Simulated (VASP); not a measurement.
Runs of VASP 6.6.1 on Co. The structure is that of space group P6_3/mmc (No. 194), or close to it. The cells are those of the table. 

| cell | gap on the mesh (eV) | pressure (GPa) | moment (μB) |
| --- | --- | --- | --- |
| a = 2.565, b = 2.565, c = 4.163 Å, angles 90.0, 90.0, 120.0°, 2 atoms | none | -15.4 | 3.32 |
| a = 2.465, b = 2.465, c = 4.001 Å, angles 90.0, 90.0, 120.0°, 2 atoms | none | (b) | (a) |
| a = 2.516, b = 2.516, c = 4.083 Å, angles 90.0, 90.0, 120.0°, 2 atoms | none | (c) | 3.26 |
| a = 2.491, b = 2.491, c = 4.043 Å, angles 90.0, 90.0, 120.0°, 2 atoms | none | -0.4 | 3.23 |
| a = 2.540, b = 2.540, c = 4.123 Å, angles 90.0, 90.0, 120.0°, 2 atoms | none | -11.2 | 3.29 |

Alike in all rows: task single point; level PBE; potentials or basis VASP PAW PBE potentials, release 64 (Co); spin collinear, ferromagnetic start; k mesh 15 × 15 × 8; cutoff (eV) 520; smearing fermi-dirac 0.1 eV.

Question: Estimate the missing entries.

Answer: (a) 3.18; (b) 6.7; (c) -6.3.

Caveats: the cell stands under tension (at least some runs); the cell stands under pressure (at least some runs).

A gap of «none» marks levels without a gap at the run's occupations.
